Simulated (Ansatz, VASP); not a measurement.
PtSe2: VASP beside Ansatz

```
Pt Se
1.0
     3.71748    0.00000    0.00000
    -1.85874    3.21943    0.00000
     0.00000    0.00000    5.82185
Pt Se
1 2
Cartesian
  0.0000 0.0000 0.0000
  1.8587 1.0731 4.5107
  0.0000 2.1463 1.3111
```

Alike in both runs: functional r2SCAN; k mesh 12 × 12 × 6; occupations gaussian, width 0.02 eV; no spin polarisation.

Ansatz relaxed the structure, and its values are those at the end. VASP's run is a single point on that final structure, the one shown.

```csv
,VASP,Ansatz
version,VASP 6.6.1,Ansatz 0.2.0
potentials or method,"VASP PAW PBE potentials, release 64 (Pt, Se), cutoff 520 eV","scalar-relativistic, plane waves, PAW"
valence electrons in the cell,22,50
```

```tsv
	VASP	Ansatz	Ansatz less VASP
gap on the k mesh at the Fermi level (eV)	0.57	0.58	+0.012
least direct gap on the mesh (eV)	0.94	0.96	+0.012
pressure (GPa)	0.1	0.0	-0.07
rms of the force components (eV/Å)	0.005	0.000	-0.0045
```

VASP's potentials were made for PBE, not for r2SCAN. VASP's potentials hold 22 valence electrons a cell and Ansatz's 50, so a difference there can come from the potentials and not from the codes.

Neither program's run includes spin-orbit coupling.
